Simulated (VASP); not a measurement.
Te, 1 atom in the cell. Symmetry: Cmmm, No. 65, orthorhombic system. The conventional cell has a = 4.267 Å, b = 4.665 Å, c = 3.277 Å, α = 90.00°, β = 90.00°, γ = 90.00°. Te (site symmetry mmm) has 6 Te at 3.16 to 3.28 Å within 4.2 Å. 

| Quantity | Value |
| --- | --- |
| Program | VASP 6.6.1 |
| Task | relaxation of cell and atoms |
| Functional | PBE |
| Potentials or basis | VASP PAW PBE potentials, release 64 (Te) |
| Cutoff | 600 eV |
| k mesh | 18 × 18 × 16 |
| Occupations | gaussian, width 0.1 eV |
| Spin | no spin polarisation |
| Dipole correction | no |
| Further INCAR settings | ALGO = Normal; EDIFF = 1e-06; IBRION = 2; EDIFFG = -0.01; NSW = 100; ISIF = 3 |

Potentials or basis: VASP PAW PBE potentials, release 64 (Te).

Launch:

```sh
$ cat potpaw_PBE.64/Te/POTCAR > POTCAR
$ mpirun -np 1 vasp_std > vasp.out
```

Hardware: 1 thread of Intel(R) Xeon(R) 6975P-C (Granite Rapids), on a shared host.

Problem. Estimate the wall time of this run.

Solution. Run time: 6.7 min on 1 thread of Intel(R) Xeon(R) 6975P-C (Granite Rapids) (shared host), peak memory 0.37 GiB. Counts: scf iterations 68, k points 819, ion steps 12.
